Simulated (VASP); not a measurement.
# B (Im-3m) in VASP: single point with PBE

Aim: the single point of B with PBE.

All numbers are computed with VASP 6.6.1; they aren't measurements. Logs are shortened: lines on timing, memory, paths and dates and some standing lists are left out, and cuts for length are marked.

## (1) The cell of the first run

It takes space group Im-3m (No. 229, cubic). Conventional cell: a = 1.925 Å, b = 1.925 Å, c = 1.925 Å, α = 90.00°, β = 90.00°, γ = 90.00°. Within 2.2 Å of B (site symmetry m-3m) lie 14 B at 1.67 to 1.93 Å.

## (2) Single point, PBE, non-collinear spin, zero start, spin-orbit coupling

INCAR reads:

```
SYSTEM = B
ALGO = Normal
EDIFF = 1E-6
ENCUT = 500
GGA = PE
GGA_COMPAT = .FALSE.
ISIF = 2
ISMEAR = -1
LASPH = .TRUE.
LCHARG = .FALSE.
LORBIT = 11
LORBMOM = .TRUE.
LREAL = .FALSE.
LSORBIT = .TRUE.
LWAVE = .FALSE.
MAGMOM = 0 0 0
NBANDS = 14
NELM = 200
PREC = Accurate
SIGMA = 0.1
```

KPOINTS reads:

```
k-points
0
G
  22 22 22
  0 0 0
```

POSCAR reads:

```
B
1.0
   -0.9625452354      0.9625452354      0.9625452354
    0.9625452354     -0.9625452354      0.9625452354
    0.9625452354      0.9625452354     -0.9625452354
B
1
Direct
    0.0000000000      0.0000000000      0.0000000000
```

Potentials or basis: VASP PAW PBE potentials, release 64 (B).

Started as:

```console
$ cat potpaw_PBE.64/B/POTCAR > POTCAR
$ mpirun -np 1 vasp_ncl > vasp.out
```

OUTCAR:

```text
SYSTEM = B
   EDIFF = 1E-6
   ENCUT = 500
   GGA = PE
   ISIF = 2
   ISMEAR = -1
   LASPH = .TRUE.
   LORBIT = 11
   LREAL = .FALSE.
   LSORBIT = .TRUE.
   NELM = 200
   PREC = Accurate

 ion  position               nearest neighbor table
   1  0.000  0.000  0.000-

  LATTYP: Found a body centered cubic cell.
 ALAT       =     1.9250904708

  Lattice vectors:

 A1 = (  -0.9625452354,   0.9625452354,   0.9625452354)
 A2 = (   0.9625452354,  -0.9625452354,   0.9625452354)
 A3 = (   0.9625452354,   0.9625452354,  -0.9625452354)

Analysis of symmetry for initial positions (statically):
=====================================================================
 Subroutine PRICEL returns:
 Original cell was already a primitive cell.

 Routine SETGRP: Setting up the symmetry group for a
 body centered cubic supercell.

 Subroutine GETGRP returns: Found 48 space group operations
 (whereof 48 operations were pure point group operations)
 out of a pool of 48 trial point group operations.

The static configuration has the point symmetry O_h .

Analysis of symmetry for dynamics (positions and initial velocities):
=====================================================================
 Subroutine PRICEL returns:
 Original cell was already a primitive cell.

 Routine SETGRP: Setting up the symmetry group for a
 body centered cubic supercell.

 Subroutine GETGRP returns: Found 48 space group operations
 (whereof 48 operations were pure point group operations)
 out of a pool of 48 trial point group operations.

The dynamic configuration has the point symmetry O_h .

Analysis of structural, dynamic, and magnetic symmetry:
=====================================================================
 Subroutine PRICEL returns:
 Original cell was already a primitive cell.

 Routine SETGRP: Setting up the symmetry group for a
 body centered cubic supercell.

 Subroutine GETGRP returns: Found 48 space group operations
 (whereof 48 operations were pure point group operations)
 out of a pool of 48 trial point group operations.

The overall configuration has the point symmetry O_h .

 Subroutine INISYM returns: Found 48 space group operations
 (whereof 48 operations are pure point group operations),
 and found     1 'primitive' translations

[... 154 lines left out ...]
      4      42.8999      0.00000
      5      42.9170      0.00000
      6      42.9170      0.00000
      7      42.9170      0.00000
      8      42.9170      0.00000
      9      64.5123      0.00000
     10      64.5123      0.00000
     11      64.5123      0.00000
     12      64.5123      0.00000
     13      64.5123      0.00000
     14      64.5123      0.00000
[... 377 lines left out ...]
      1      -5.8879      1.00000
      2      -5.8879      1.00000
      3      34.7130      0.00000
      4      34.7130      0.00000
      5      36.2841      0.00000
      6      36.2841      0.00000
      7      39.8009      0.00000
      8      39.8009      0.00000
      9      55.2073      0.00000
     10      55.2073      0.00000
     11      56.1289      0.00000
     12      56.1289      0.00000
     13      65.0168      0.00000
     14      65.0168      0.00000

 [... further k-points ...]
[... 5 lines left out ...]
  --------------------------------------------------------------------------------------
  -------------------------------------------------------------------------------------
  Total        7.6784251      7.6784251      7.6784251     -0.0000000      0.0000000     -0.0000000
  in kB     3448.7307948   3448.7307948   3448.7307948     -0.0000000      0.0000000     -0.0000000
  external PRESSURE =    3448.7307948 kB  Pullay stress =       0.0000000 kB

 VOLUME and BASIS-vectors are now :
 -----------------------------------------------------------------------------
  energy-cutoff  :      500.00
  volume of cell :        3.57
      direct lattice vectors                 reciprocal lattice vectors
    -0.962545235  0.962545235  0.962545235     0.000000000  0.519456106  0.519456106
     0.962545235 -0.962545235  0.962545235     0.519456106  0.000000000  0.519456106
     0.962545235  0.962545235 -0.962545235     0.519456106  0.519456106  0.000000000

 POSITION                                       TOTAL-FORCE (eV/Angst)
 -----------------------------------------------------------------------------------
      0.00000      0.00000      0.00000         0.000000     -0.000000      0.000000
 -----------------------------------------------------------------------------------
    total drift:                               -0.000000     -0.000000     -0.000000

  FREE ENERGIE OF THE ION-ELECTRON SYSTEM (eV)
  ---------------------------------------------------
  free  energy   TOTEN  =        -3.1681881821 eV

  energy  without entropy=       -3.1622138463  energy(sigma->0) =       -3.16520101

 orbital moment (x)

 # of ion     p       tot
 --------------------------------
  1         0.000   0.000
 --------------------------------
            0.000   0.000

 orbital moment (y)

 # of ion     p       tot
 --------------------------------
  1         0.000   0.000
 --------------------------------
            0.000   0.000

 orbital moment (z)

 # of ion     p       tot
 --------------------------------
  1         0.000   0.000
 --------------------------------
            0.000   0.000

 Spin-Orbit-Coupling matrix elements

 Ion:    1  E_soc:     -0.0000035
 l=   1
     0.0000000    -0.0000006    -0.0000006
    -0.0000006     0.0000000    -0.0000006
    -0.0000006    -0.0000006     0.0000000
 l=   2
     0.0000000     0.0000000     0.0000000     0.0000000     0.0000000
     0.0000000     0.0000000     0.0000000     0.0000000     0.0000000
     0.0000000     0.0000000     0.0000000     0.0000000     0.0000000
     0.0000000     0.0000000     0.0000000     0.0000000     0.0000000
     0.0000000     0.0000000     0.0000000     0.0000000     0.0000000
 l=   3
     0.0000000     0.0000000     0.0000000     0.0000000     0.0000000     0.0000000     0.0000000
     0.0000000     0.0000000     0.0000000     0.0000000     0.0000000     0.0000000     0.0000000
     0.0000000     0.0000000     0.0000000     0.0000000     0.0000000     0.0000000     0.0000000
     0.0000000     0.0000000     0.0000000     0.0000000     0.0000000     0.0000000     0.0000000
     0.0000000     0.0000000     0.0000000     0.0000000     0.0000000     0.0000000     0.0000000
     0.0000000     0.0000000     0.0000000     0.0000000     0.0000000     0.0000000     0.0000000
     0.0000000     0.0000000     0.0000000     0.0000000     0.0000000     0.0000000     0.0000000

 total charge

# of ion       s       p       d       tot
------------------------------------------
    1        0.793   1.727   0.000   2.519

 magnetization (x)

# of ion       s       p       d       tot
------------------------------------------
    1       -0.000   0.000   0.000   0.000

 magnetization (y)

# of ion       s       p       d       tot
------------------------------------------
    1        0.000   0.000   0.000   0.000

 magnetization (z)

# of ion       s       p       d       tot
------------------------------------------
    1        0.000   0.000   0.000   0.000
```

Run time: 5.9 s. Hardware: 1 thread of Intel Xeon 6975P-C (Granite Rapids), shared host; peak memory 0.12 GiB.

Results:

- Free energy: -3.1682 eV
- Pressure: 344.9 GPa
- Net moment: 0.00 μB per cell
- Valence electrons inside the program's atomic spheres: B 2.52

Moments on the atoms (μB; x, y, z):
```
B   0.00 0.00 0.00
```
